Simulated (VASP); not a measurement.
Runs of VASP 6.6.1 on Mo. The structure is that of space group Im-3m (No. 229), or close to it. The cells are those of the table. 

| cell | gap on the mesh (eV) | pressure (GPa) |
| --- | --- | --- |
| a = 2.735 Å, angles 109.9, 108.7, 109.9°, 1 atom | none | (a) |
| a = 2.749 Å, angles 110.3, 107.9, 110.3°, 1 atom | none | -4.3 |
| a = 2.769 Å, angles 110.9, 106.7, 110.9°, 1 atom | none | (b) |
| a = 2.777 Å, angles 111.1, 106.3, 111.1°, 1 atom | none | -10.9 |
| a = 2.762 Å, angles 110.7, 107.1, 110.7°, 1 atom | none | -7.8 |

Alike in all rows: task single point; level r2SCAN; potentials or basis VASP PAW PBE potentials, release 64 (Mo_sv); no spin polarisation; k mesh 22 × 22 × 22; cutoff (eV) 520; smearing gaussian 0.15 eV.

Problem. Fill in the values left out.

Solution. (a) -0.6; (b) -9.4.

Caveats: the PAW data sets were made with another functional, which shifts forces and pressure a little.

A k mesh can miss the band edges, and the runs leave out spin-orbit coupling on Mo.

A gap of «none» marks levels without a gap at the run's occupations.
